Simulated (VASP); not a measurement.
Here is a VASP 6.6.1 calculation.

File INCAR:

```
ALGO = Fast
EDIFF = 1E-6
ENCUT = 520
GGA = CA
ISIF = 2
ISMEAR = 0
LASPH = T
LCHARG = T
LELF = T
LREAL = F
LVHAR = T
LWAVE = F
NBANDS = 12
NELM = 100
PREC = Accurate
SIGMA = 0.15
```

File KPOINTS:

```
k-points
0
Gamma
  20 20 20
```

POSCAR

```
Ta
1.0
   -1.6512800000      1.6512800000      1.6512800000
    1.6512800000     -1.6512800000      1.6512800000
    1.6512800000      1.6512800000     -1.6512800000
Ta
1
Direct
    0.0000000000      0.0000000000      0.0000000000
```

Potentials or basis: VASP PAW LDA potentials, release 64 (Ta_pv).

Run with:

```bash
$ cat potpaw_LDA.64/Ta_pv/POTCAR > POTCAR
$ mpirun -np 1 vasp_std > vasp.out
```

Predict the pressure.

-8.2 GPa.
